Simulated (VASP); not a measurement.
# MoS2 in VASP: a series of runs

MoS2 is run at these levels: r2SCAN; tasks: single point.

Everything below comes from runs of VASP 6.6.1. Logs are shortened: lines on timing, memory, paths and dates and some standing lists are left out, and cuts for length are marked.

### 1 The cell of the first run

The cell holds a slab with vacuum, 6 atoms: a = 3.184 Å, b = 3.184 Å, c = 21.696 Å, α = 90.00°, β = 90.00°, γ = 120.00°.

### 2 Single point, r2SCAN

The input, POSCAR:

```
MoS2
1.0
    3.1840544949      0.0000000000      0.0000000000
   -1.5920272474      2.7574720796      0.0000000000
    0.0000000000      0.0000000000     21.6955742604
Mo S
2 4
Direct
    0.6666666667      0.3333333333      0.1496969569
    0.3333333333      0.6666666667      0.8503030431
    0.3333333333      0.6666666667      0.2212357847
    0.6666666667      0.3333333333      0.9218760996
    0.3333333333      0.6666666667      0.0781239004
    0.6666666667      0.3333333333      0.7787642153
```

The input, INCAR.step1:

```
SYSTEM = MoS2
  PREC = Accurate
  ENCUT = 520
  ISMEAR = 0
  SIGMA = 0.02
  LREAL = .FALSE.
  LASPH = .TRUE.
  NELM = 100
  NBANDS = 35
  GGA = PE
  ALGO = Normal
  EDIFF = 1E-4
  LWAVE = .TRUE.
  LCHARG = .FALSE.
```

The input, INCAR.step2:

```
SYSTEM = MoS2
  PREC = Accurate
  ENCUT = 520
  EDIFF = 1E-6
  ISMEAR = 0
  SIGMA = 0.02
  LREAL = .FALSE.
  LASPH = .TRUE.
  NELM = 100
  ALGO = Normal
  ISIF = 2
  LWAVE = .FALSE.
  LCHARG = .FALSE.
  METAGGA = R2SCAN
  LMIXTAU = .TRUE.
  NBANDS = 35
  ISTART = 1
```

The input, KPOINTS:

```
regular mesh
0
G
  12 12 2
  0 0 0
```

Potentials or basis: VASP PAW PBE potentials, release 64 (Mo_sv, S).

Command:

```
> cat potpaw_PBE.64/Mo_sv/POTCAR potpaw_PBE.64/S/POTCAR > POTCAR
> cp INCAR.step1 INCAR
> mpirun -np 1 vasp_std > vasp.out
> cp INCAR.step2 INCAR
> mpirun -np 1 vasp_std > vasp.out
```

OUTCAR:

```text
SYSTEM = MoS2
   PREC = Accurate
   ENCUT = 520
   EDIFF = 1E-6
   ISMEAR = 0
   LREAL = .FALSE.
   LASPH = .TRUE.
   NELM = 100
   ISIF = 2
   METAGGA = R2SCAN
   ISTART = 1

 ion  position               nearest neighbor table
   1  0.667  0.333  0.150-   3 2.41   3 2.41   3 2.41   5 2.41   5 2.41   5 2.41
   2  0.333  0.667  0.850-   6 2.41   6 2.41   6 2.41   4 2.41   4 2.41   4 2.41
   3  0.333  0.667  0.221-   1 2.41   1 2.41   1 2.41
   4  0.667  0.333  0.922-   2 2.41   2 2.41   2 2.41
   5  0.333  0.667  0.078-   1 2.41   1 2.41   1 2.41
   6  0.667  0.333  0.779-   2 2.41   2 2.41   2 2.41

  LATTYP: Found a hexagonal cell.
 ALAT       =     3.1840544949
 C/A-ratio  =     6.8138200195

  Lattice vectors:

 A1 = (   3.1840544949,   0.0000000000,   0.0000000000)
 A2 = (  -1.5920272474,   2.7574720796,   0.0000000000)
 A3 = (   0.0000000000,   0.0000000000,  21.6955742604)

Analysis of symmetry for initial positions (statically):
=====================================================================
 Subroutine PRICEL returns:
 Original cell was already a primitive cell.

 Routine SETGRP: Setting up the symmetry group for a
 hexagonal supercell.

 Subroutine GETGRP returns: Found 12 space group operations
 (whereof 12 operations were pure point group operations)
 out of a pool of 24 trial point group operations.

The static configuration has the point symmetry D_3d.

Analysis of symmetry for dynamics (positions and initial velocities):
=====================================================================
 Subroutine PRICEL returns:
 Original cell was already a primitive cell.

 Routine SETGRP: Setting up the symmetry group for a
 hexagonal supercell.

 Subroutine GETGRP returns: Found 12 space group operations
 (whereof 12 operations were pure point group operations)
 out of a pool of 24 trial point group operations.

The dynamic configuration has the point symmetry D_3d.

 Subroutine INISYM returns: Found 12 space group operations
 (whereof 12 operations are pure point group operations),
 and found     1 'primitive' translations

----------------------------------------------------------------------------------------

                                     Primitive cell

  volume of cell :     190.4859

  direct lattice vectors                    reciprocal lattice vectors
     3.184054495  0.000000000  0.000000000     0.314064976  0.181325499  0.000000000
    -1.592027247  2.757472080  0.000000000     0.000000000  0.362650997  0.000000000
     0.000000000  0.000000000 21.695574260     0.000000000  0.000000000  0.046092350

  length of vectors
     3.184054495  3.184054495 21.695574260     0.362650997  0.362650997  0.046092350

  position of ions in fractional coordinates (direct lattice)
     0.666666667  0.333333333  0.149696957
     0.333333333  0.666666667  0.850303043
     0.333333333  0.666666667  0.221235785
     0.666666667  0.333333333  0.921876100
     0.333333333  0.666666667  0.078123900
     0.666666667  0.333333333  0.778764215

  ion indices of the primitive-cell ions
   primitive index   ion index
                 1           1
                 2           2
                 3           3
                 4           4
                 5           5
                 6           6

----------------------------------------------------------------------------------------

 KPOINTS: regular mesh

Automatic generation of k-mesh.
 Grid dimensions read from file:
 generate k-points for:   12   12    2

 Generating k-lattice:

  Cartesian coordinates                     Fractional coordinates (reciprocal lattice)
     0.026172081  0.015110458  0.000000000     0.083333333  0.000000000  0.000000000
     0.000000000  0.030220916  0.000000000     0.000000000  0.083333333  0.000000000
     0.000000000  0.000000000  0.023046175     0.000000000  0.000000000  0.500000000

  Length of vectors
     0.030220916  0.030220916  0.023046175

  Shift w.r.t. Gamma in fractional coordinates (k-lattice)
     0.000000000  0.000000000  0.000000000

 Subroutine IBZKPT returns following result:
 ===========================================

 Found     38 irreducible k-points:

 Following reciprocal coordinates:
            Coordinates               Weight
  0.000000  0.000000  0.000000      1.000000
  0.083333  0.000000  0.000000      6.000000
  0.166667  0.000000  0.000000      6.000000
  0.250000  0.000000  0.000000      6.000000
  0.333333  0.000000  0.000000      6.000000
  0.416667  0.000000  0.000000      6.000000
[... 16 lines left out ...]
  0.250000  0.000000  0.500000      6.000000
  0.333333  0.000000  0.500000      6.000000
 [... further k-points ...]
   k-points           NKPTS =     38   k-points in BZ     NKDIM =     38   number of bands    NBANDS=     35
   number of dos      NEDOS =    301   number of ions     NIONS =      6
   total plane-waves  NPLWV =  93312
   dimension x,y,z NGX =    24 NGY =   24 NGZ =  162
   dimension x,y,z NGXF=    48 NGYF=   48 NGZF=  324
   ions per type =               2   4
   NGX,Y,Z   is equivalent  to a cutoff of  12.53, 12.53, 12.41 a.u.
   NGXF,Y,Z  is equivalent  to a cutoff of  25.06, 25.06, 24.83 a.u.
 SYSTEM =  MoS2
   PREC   = accura    normal or accurate (medium, high low for compatibility)
   ISTART =      1    job   : 0-new  1-cont  2-samecut
   ICHARG =      0    charge: 1-file 2-atom 10-const
   ISPIN  =      1    spin polarized calculation?
   LNONCOLLINEAR =      F non collinear calculations
   LSORBIT =      F    spin-orbit coupling
   LASPH  =      T    aspherical Exc in radial PAW
   ENCUT  =  520.0 eV  38.22 Ry    6.18 a.u.   5.92  5.92 40.34*2*pi/ulx,y,z
   NELM   =    100;   NELMIN=  2; NELMDL=  0     # of ELM steps
   EDIFF  = 0.1E-05   stopping-criterion for ELM
   LREAL  =      F    real-space projection
   EDIFFG = 0.1E-04   stopping-criterion for IOM
   NSW    =      0    number of steps for IOM
   IBRION =     -1    ionic relax: 0-MD 1-quasi-New 2-CG
   NFREE  =      0    steps in history (QN), initial steepest desc. (CG)
   ISIF   =      2    stress and relaxation
   ISYM   =      2    0-nonsym 1-usesym 2-fastsym
   POTIM  = 0.5000    time-step for ionic-motion
   TEBEG  =    0.0;   TEEND  =   0.0 temperature during run
   PSTRESS=    0.0 pullay stress
   NELECT =      52.0000    total number of electrons
   NUPDOWN=      -1.0000    fix difference up-down
   EMIN   =  10.00;   EMAX   =-10.00  energy-range for DOS
   EFERMI =   0.00;   METHOD = LEGACY
   ISMEAR =     0;   SIGMA  =   0.02  broadening in eV -4-tet -1-fermi 0-gaus
   EFERMI_NEDOS =   21; number of points for ismear=-14 and -15
   IALGO  =     38    algorithm
   IMIX   =      4    mixing-type and parameters
     AMIX     =   0.40;   BMIX     =  1.00
     AMIX_MAG =   1.60;   BMIX_MAG =  1.00
  volume/ion in A,a.u.               =      31.75       214.24
  Fermi-wavevector in a.u.,A,eV,Ry     =   1.061993  2.006876 15.345049  1.127829
  Thomas-Fermi vector in A             =   2.197428
   LORBIT       =      0    0 simple, 1 ext, 2 COOP (PROOUT), +10 PAW based schemes
   METAGGA = R2SCAN    functional components
   LHFCALC =     F    Hartree Fock is set to
   AEXX    =    0.0000 exact exchange contribution
   IVDW    =     0    specifies the selected vdW correction
   LEPSILON=     F    determine dielectric tensor
   LRPA    =     F    only Hartree local field effects (RPA)
 non-spin polarized calculation
 Gauss-broadening in eV      SIGMA  =   0.02
  energy-cutoff  :      520.00
  volume of cell :      190.49
 maximum number of plane-waves:      5168
 NGX is ok and might be reduce to    24
   NGX = 11   NGY = 11   NGZ = 81

 number of electron      51.9999998 magnetization

 Free energy of the ion-electron system (eV)
  ---------------------------------------------------
  ext. energy  EPLUGINS =         0.00000000
  ---------------------------------------------------
  free energy    TOTEN  =       -90.04365095 eV

  energy without entropy =      -90.04365095  energy(sigma->0) =      -90.04365095

 E-fermi :   1.5590     XC(G=0):  -6.8401

 val. band max:        1.4478219687   @ k =   0.0000   0.0000   0.0000
 cond. band min:       2.8221287275   @ k =   0.3333   0.3333   0.0000
 fundamental gap:      1.3743067588
 Fermi energy:         1.5590380402

 k-point     1 :       0.0000    0.0000    0.0000
  band No.  band energies     occupation
      1     -61.7299      2.00000
      2     -61.7299      2.00000
      3     -35.1420      2.00000
      4     -35.1420      2.00000
      5     -34.9337      2.00000
      6     -34.9337      2.00000
[... 27 lines left out ...]
     34       4.2957      0.00000
     35       7.1007      0.00000

 k-point     2 :       0.0833    0.0000    0.0000
  band No.  band energies     occupation
      1     -61.7271      2.00000
      2     -61.7271      2.00000
      3     -35.1365      2.00000
      4     -35.1365      2.00000
      5     -34.9612      2.00000
      6     -34.9612      2.00000
[... 27 lines left out ...]
     34       4.2155      0.00000
     35       7.2560      0.00000

 k-point     3 :       0.1667    0.0000    0.0000
  band No.  band energies     occupation
      1     -61.7196      2.00000
      2     -61.7196      2.00000
      3     -35.1214      2.00000
      4     -35.1214      2.00000
      5     -35.0355      2.00000
      6     -35.0355      2.00000
[... 27 lines left out ...]
     34       4.6551      0.00000
     35       7.6658      0.00000

 k-point     4 :       0.2500    0.0000    0.0000
  band No.  band energies     occupation
      1     -61.7092      2.00000
      2     -61.7092      2.00000
      3     -35.1357      2.00000
      4     -35.1357      2.00000
      5     -35.1008      2.00000
      6     -35.1008      2.00000
[... 27 lines left out ...]
     34       5.1194      0.00000
     35       8.2902      0.00000

 k-point     5 :       0.3333    0.0000    0.0000
  band No.  band energies     occupation
      1     -61.6989      2.00000
      2     -61.6989      2.00000
      3     -35.2344      2.00000
      4     -35.2344      2.00000
      5     -35.0801      2.00000
      6     -35.0801      2.00000
[... 638 lines left out ...]
 k-point    22 :       0.1667    0.0000    0.5000
  band No.  band energies     occupation
      1     -61.7196      2.00000
      2     -61.7196      2.00000
      3     -35.1214      2.00000
      4     -35.1214      2.00000
      5     -35.0355      2.00000
      6     -35.0355      2.00000
[... 27 lines left out ...]
     34       4.6552      0.00000
     35       7.6686      0.00000

 k-point    23 :       0.2500    0.0000    0.5000
  band No.  band energies     occupation
      1     -61.7092      2.00000
      2     -61.7092      2.00000
      3     -35.1357      2.00000
      4     -35.1357      2.00000
      5     -35.1008      2.00000
      6     -35.1008      2.00000
[... 27 lines left out ...]
     34       5.1194      0.00000
     35       8.2953      0.00000

 k-point    24 :       0.3333    0.0000    0.5000
  band No.  band energies     occupation
      1     -61.6989      2.00000
      2     -61.6989      2.00000
      3     -35.2344      2.00000
      4     -35.2344      2.00000
      5     -35.0801      2.00000
      6     -35.0801      2.00000
[... 27 lines left out ...]
     34       5.4640      0.00000
     35       8.9911      0.00000

 [... further k-points ...]
[... 5 lines left out ...]
  --------------------------------------------------------------------------------------
  -------------------------------------------------------------------------------------
  Total        0.0409537      0.0409537     -0.0141631      0.0000000     -0.0000000      0.0000000
  in kB        0.3444615      0.3444615     -0.1191258      0.0000000     -0.0000000      0.0000000
  external PRESSURE =       0.1899324 kB  Pullay stress =       0.0000000 kB

 VOLUME and BASIS-vectors are now :
 -----------------------------------------------------------------------------
  energy-cutoff  :      520.00
  volume of cell :      190.49
      direct lattice vectors                 reciprocal lattice vectors
     3.184054495  0.000000000  0.000000000     0.314064976  0.181325499  0.000000000
    -1.592027247  2.757472080  0.000000000     0.000000000  0.362650997  0.000000000
     0.000000000  0.000000000 21.695574260     0.000000000  0.000000000  0.046092350

 POSITION                                       TOTAL-FORCE (eV/Angst)
 -----------------------------------------------------------------------------------
      1.59203      0.91916      3.24776         0.000000     -0.000000      0.000422
     -0.00000      1.83831     18.44781        -0.000000      0.000000     -0.000422
     -0.00000      1.83831      4.79984        -0.000000     -0.000000      0.006215
      1.59203      0.91916     20.00063        -0.000000      0.000000      0.004460
     -0.00000      1.83831      1.69494         0.000000     -0.000000     -0.004460
      1.59203      0.91916     16.89574         0.000000      0.000000     -0.006215
 -----------------------------------------------------------------------------------
    total drift:                                0.000000     -0.000000     -0.000000

  FREE ENERGIE OF THE ION-ELECTRON SYSTEM (eV)
  ---------------------------------------------------
  free  energy   TOTEN  =       -90.0436509460 eV

  energy  without entropy=      -90.0436509460  energy(sigma->0) =      -90.04365095
```

Run time: 21 min. Hardware: 1 thread of Oxide Virtual Turin-like, shared host; peak memory 0.41 GiB.

Results:

```yaml
Free_energy: -90.0437 eV
Largest_force: 0.006 eV/Å
Band_gap_on_the_k_mesh: 1.37 eV (least direct gap 1.75 eV)
```

Forces on the atoms (eV/Å):
```
Mo   0.000  0.000  0.000
Mo   0.000  0.000  0.000
S    0.000  0.000  0.006
S    0.000  0.000  0.004
S    0.000  0.000 -0.004
S    0.000  0.000 -0.006
```

Levels at points of the mesh, in eV from the valence-band top:
```
           k point  band 23  band 24  band 25  band 26  band 27  band 28  band 29  band 30
(0.00, 0.00, 0.00)    -2.02    -1.84    -0.47     0.00     2.56     2.56     2.57     2.57
(0.50, 0.00, 0.00)    -1.51    -1.47    -1.04    -1.01     2.00     2.01     2.50     2.58
(0.00, 0.00, 0.50)    -2.02    -1.84    -0.47     0.00     2.56     2.56     2.57     2.57
(0.50, 0.00, 0.50)    -1.51    -1.47    -1.04    -1.01     2.00     2.01     2.50     2.58
```

Caveat: there is no dipole correction, which matters where the two faces differ; the PAW data sets were made with another functional, which shifts forces and pressure a little.

### 3 Single point, r2SCAN

The input, POSCAR:

```
MoS2
1.0
    3.1840544727      0.0000000000      0.0000000000
   -1.5920272364      2.7574720604      0.0000000000
    0.0000000000      0.0000000000     21.6955741599
Mo S
2 4
Direct
    0.6666666667      0.3333333333      0.1496969536
    0.3333333333      0.6666666667      0.8503030464
    0.3333333333      0.6666666667      0.2212357818
    0.6666666667      0.3333333333      0.9218761031
    0.3333333333      0.6666666667      0.0781238969
    0.6666666667      0.3333333333      0.7787642182
```

INCAR.step1 is that of step 2.

INCAR.step2 is that of step 2.

KPOINTS is that of step 2.

Potentials or basis: VASP PAW PBE potentials, release 64 (Mo_sv, S).

Command:

```
> cat potpaw_PBE.64/Mo_sv/POTCAR potpaw_PBE.64/S/POTCAR > POTCAR
> cp INCAR.step1 INCAR
> mpirun -np 1 vasp_std > vasp.out
> cp INCAR.step2 INCAR
> mpirun -np 1 vasp_std > vasp.out
```

Wall time 25 min (1 thread of Oxide Virtual Turin-like, shared host); peak memory 0.41 GiB.

It converged, with:

* Free energy: -90.0437 eV
* Largest force: 0.006 eV/Å
* Band gap on the k mesh: 1.37 eV (least direct gap 1.75 eV)

Forces in eV/Å, atoms in the order of the input:
```
Mo   0.000  0.000  0.000
Mo   0.000  0.000  0.000
S    0.000  0.000  0.006
S    0.000  0.000  0.004
S    0.000  0.000 -0.004
S    0.000  0.000 -0.006
```

Levels at points of the mesh, in eV from the valence-band top:
```csv
k point,band 22,band 23,band 24,band 25,band 26,band 27,band 28,band 29,band 30,band 31
"(0.00, 0.00, 0.00)",-2.02,-2.02,-1.84,-0.47,0.00,2.56,2.56,2.57,2.57,2.81
"(0.50, 0.00, 0.00)",-2.33,-1.51,-1.47,-1.04,-1.01,2.00,2.01,2.50,2.58,3.68
"(0.00, 0.00, 0.50)",-2.02,-2.02,-1.84,-0.47,0.00,2.56,2.56,2.57,2.57,2.81
"(0.50, 0.00, 0.50)",-2.33,-1.51,-1.47,-1.04,-1.01,2.00,2.01,2.50,2.58,3.68
```

Caveat: there is no dipole correction, which matters where the two faces differ; the PAW data sets were made with another functional, which shifts forces and pressure a little.
